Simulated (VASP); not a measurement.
A run of VASP 6.6.1 is set up as follows.

File INCAR:

```
PREC = Accurate
ENCUT = 520
EDIFF = 1E-6
ISMEAR = 0
SIGMA = 0.01
LREAL = False
LASPH = True
NELM = 100
ALGO = Normal
ISIF = 2
LWAVE = False
LCHARG = False
GGA = PS
NBANDS = 34
```

Contents of KPOINTS:

```
regular mesh
0
Gamma
  8 8 8
```

Contents of POSCAR:

```
FeSi
1.0
    4.4896385317      0.0000000000      0.0000000000
    0.0000000000      4.4896385317      0.0000000000
    0.0000000000      0.0000000000      4.4896385317
Fe Si
4 4
Direct
    0.1339575789      0.1339575789      0.1339575789
    0.3660424211      0.8660424211      0.6339575789
    0.6339575789      0.3660424211      0.8660424211
    0.8660424211      0.6339575789      0.3660424211
    0.8396951917      0.8396951917      0.8396951917
    0.6603048083      0.1603048083      0.3396951917
    0.3396951917      0.6603048083      0.1603048083
    0.1603048083      0.3396951917      0.6603048083
```

Potentials or basis: VASP PAW PBE potentials, release 64 (Fe, Si).

Run with:

```sh
$ cat potpaw_PBE.64/Fe/POTCAR potpaw_PBE.64/Si/POTCAR > POTCAR
$ mpirun -np 1 vasp_std > vasp.out
```

Question: Estimate the band gap on the k mesh.

Answer: 0.15 eV, indirect (least direct gap 0.16 eV).

Question: What does it give for the largest force?

Answer: 0.043 eV/Å.

Forces in eV/Å, atoms in the order of the input:
```
Fe   0.025  0.025  0.025
Fe  -0.025 -0.025  0.025
Fe   0.025 -0.025 -0.025
Fe  -0.025  0.025 -0.025
Si   0.006  0.006  0.006
Si  -0.006 -0.006  0.006
Si   0.006 -0.006 -0.006
Si  -0.006  0.006 -0.006
```

Caveat: the PAW data sets were made with another functional, which shifts forces and pressure a little. Spin polarisation is off, so any magnetic state and its effect on volume and gap are missing.
